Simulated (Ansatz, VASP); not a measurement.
## One calculation of PbSe, two programs

```xyz
2
Lattice="0.0000 3.1814 3.1814 3.1814 0.0000 3.1814 3.1814 3.1814 0.0000" Properties=species:S:1:pos:R:3 pbc="T T T"
Pb    0.0000    0.0000    0.0000
Se    3.1814    3.1814    3.1814
```

Change from the starting cell: hydrostatic strain +3.0%.

Alike in both runs: task single point; functional r2SCAN; k mesh 8 × 8 × 8; occupations fermi-dirac, width 0.02 eV; non-collinear spin, spin-orbit coupling.

```csv
,VASP,Ansatz
version,VASP 6.6.1,Ansatz 0.2.0
potentials or method,"VASP PAW PBE potentials, release 64 (Pb_d, Se)","plane waves, PAW"
plane-wave cutoff (eV),520,500
valence electrons in the cell,20,30
```

Ansatz gave:

| Property | Result |
| --- | --- |
| pressure (GPa) | -3.9 |

Problem. What did VASP give for the same quantities?

Solution. Pressure (GPa): -3.8.

VASP's potentials were made for PBE, not for r2SCAN. With one functional, cell and mesh, what is left measures potentials, basis and numerics. VASP's potentials hold 20 valence electrons a cell and Ansatz's 30, so a difference there can come from the potentials and not from the codes.
